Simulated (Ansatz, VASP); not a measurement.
**One calculation of ReS, two programs**

POSCAR

```
ReS
1.0
    3.0184203185      0.0000000000      0.0000000000
    0.0000000000      3.0184203185      0.0000000000
    0.0000000000      0.0000000000      3.0184203185
Re S
1 1
Direct
    0.0000000000      0.0000000000      0.0000000000
    0.5000000000      0.5000000000      0.5000000000
```

INCAR.step1

```
PREC = Accurate
ENCUT = 520
ISMEAR = 0
SIGMA = 0.1
LREAL = False
LASPH = True
NELM = 80
NBANDS = 14
GGA = PE
ALGO = Normal
EDIFF = 1E-4
LWAVE = True
LCHARG = False
```

File INCAR.step2:

```
PREC = Accurate
ENCUT = 520
EDIFF = 1E-6
ISMEAR = 0
SIGMA = 0.1
LREAL = False
LASPH = True
NELM = 80
ALGO = Normal
ISIF = 2
LWAVE = False
LCHARG = False
METAGGA = R2SCAN
LMIXTAU = True
NBANDS = 14
ISTART = 1
```

Contents of KPOINTS:

```
Automatic mesh
0
Gamma
  14 14 14
```

Input for Ansatz:

```yaml
crystal:
  lattice:
    - [3.0184203185, 0.0, 0.0]
    - [0.0, 3.0184203185, 0.0]
    - [0.0, 0.0, 3.0184203185]
  atoms:
    - { symbol: Re, position: [0.0, 0.0, 0.0] }
    - { symbol: S, position: [0.5, 0.5, 0.5] }
basis:
  ecutwfc: 500
kpoints:
  mp_grid: { grid: [14, 14, 14] }
hamiltonian:
  xc: r2scan
scf:
  occupations: { method: gaussian, width: 0.1 }
output:
  forces: true
  stress: true
  eigenvalues: true
  write_density: true
  write_potential: true
  elf: true
  volumetric_format: npy
```

Alike in both runs: task single point; functional r2SCAN; k mesh 14 × 14 × 14; occupations gaussian, width 0.1 eV; no spin polarisation.

```csv
,VASP,Ansatz
version,VASP 6.6.1,Ansatz 0.2.0
potentials or method,"VASP PAW PBE potentials, release 64 (Re, S), cutoff 520 eV","scalar-relativistic, plane waves, PAW"
valence electrons in the cell,13,21
```

```csv
,VASP,Ansatz,Ansatz less VASP
gap on the k mesh at the Fermi level (eV),none,none,-
pressure (GPa),-12.9,-13.6,-0.75
```

VASP's potentials were made for PBE, not for r2SCAN. A gap of «none» marks a metal or a gap that the smearing closes. The functional is the same, so the differences come from potentials, cutoffs and numerics. VASP's potentials hold 13 valence electrons a cell and Ansatz's 21, so a difference there can come from the potentials and not from the codes.

Spin-orbit coupling is off throughout.
